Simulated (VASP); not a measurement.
The system is CdO2.

```
Cd O
1.0
     0.00000    2.62719    2.62719
     2.62719    0.00000    2.62719
     2.62719    2.62719    0.00000
Cd O
1 2
Direct
  0.00000 0.00000 0.00000
  0.75000 0.75000 0.75000
  0.25000 0.25000 0.25000
```

Base run:

```yaml
Program: VASP 6.6.1
Functional: PBEsol
Potentials_or_basis: VASP PAW PBE potentials, release 64 (Cd, O)
Cutoff: 520 eV
k_mesh: 6 × 6 × 6
Occupations: fermi-dirac, width 0.03 eV
Spin: no spin polarisation
```

Its results: band gap on the k mesh zero (band 12 reaches 1.24 eV, above the bottom of band 13 at 0.26 eV); pressure 1.9 GPa.

Question: The run is repeated on the same cell with these changes: potentials or basis from VASP PAW PBE potentials, release 64 (Cd, O) to VASP PAW PBE potentials, release 64 (Cd_sv_GW, O); cutoff from 520 eV to 600 eV; further incar settings from ALGO = Normal; EDIFF = 1e-07; NBANDS = 19 to ALGO = Normal; EDIFF = 1e-06; NBANDS = 23; valence electrons from 24 to 32. What comes out?

Answer: Band gap on the k mesh zero (band 16 reaches 3.35 eV, above the bottom of band 17 at 2.37 eV); pressure -0.5 GPa.

Caveats: the PAW data sets were made with another functional, which shifts forces and pressure a little.
